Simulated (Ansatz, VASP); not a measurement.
# Ge in VASP and in Ansatz

The input INCAR:

```
PREC = Accurate
ENCUT = 600
EDIFF = 1E-6
ISMEAR = -1
SIGMA = 0.05
LREAL = F
LASPH = T
NELM = 80
ALGO = Normal
ISIF = 3
LWAVE = F
LCHARG = F
GGA = PS
IVDW = 12
IBRION = 2
NSW = 60
EDIFFG = -0.01
```

File KPOINTS:

```
Automatic mesh
0
Gamma
  11 11 10
```

The input POSCAR:

```
Ge
1.0
    1.3971490000     -2.6005160000      0.0000000000
    1.3971490000      2.6005160000      0.0000000000
    0.0000000000      0.0000000000      2.6982310000
Ge
1
Direct
    0.5000000000      0.5000000000      0.0000000000
```

Contents of input.yaml:

```yaml
crystal:
  lattice:
    - [1.397149, -2.600516, 0.0]
    - [1.397149, 2.600516, 0.0]
    - [0.0, 0.0, 2.698231]
  atoms:
    - { symbol: Ge, position: [0.5, 0.5, 0.0] }
hamiltonian:
  xc: pbesol
  pseudopotentials: { kind: paw }
  dispersion: d3bj
kpoints:
  mp_grid: { grid: [11, 11, 10] }
scf:
  occupations: { method: fermi_dirac, width: 0.05 }
output:
  forces: true
  stress: true
  eigenvalues: true
  write_density: true
  write_potential: true
  elf: true
  volumetric_format: npy
relax:
  f_tol: 0.01
  max_steps: 40
  cell: { stress_tol: 0.05 }
```

Alike in both runs: task relaxation of cell and atoms; functional PBEsol; dispersion D3(BJ); k mesh 11 × 11 × 10; occupations fermi-dirac, width 0.05 eV; no spin polarisation.

|  | VASP | Ansatz |
| --- | --- | --- |
| version | VASP 6.6.1 | Ansatz 0.2.0 |
| potentials or method | VASP PAW PBE potentials, release 64 (Ge_d) | Ansatz PAW |
| plane-wave cutoff (eV) | 600 | 420 |
| valence electrons in the cell | 14 | 14 |

VASP gave:

```
gap on the k mesh at the Fermi level, each at its own relaxed structure (eV) : none
relaxed volume (Å³/atom)                                                     : 17.68
relaxed cell length with the largest relative difference (Å)                 : 2.634
```

Problem. Which values does Ansatz return?

Solution. gap on the k mesh at the Fermi level, each at its own relaxed structure (eV): none; relaxed volume (Å³/atom): 17.69; relaxed cell length with the largest relative difference (Å): 2.635.

VASP's potentials were made for PBE, not for PBEsol. A gap of «none» marks a metal or a gap that the smearing closes.

Noted on Ansatz's run: the plane-wave basis is chosen anew once the cell has moved, so the energies of steps on either side of that aren't comparable.
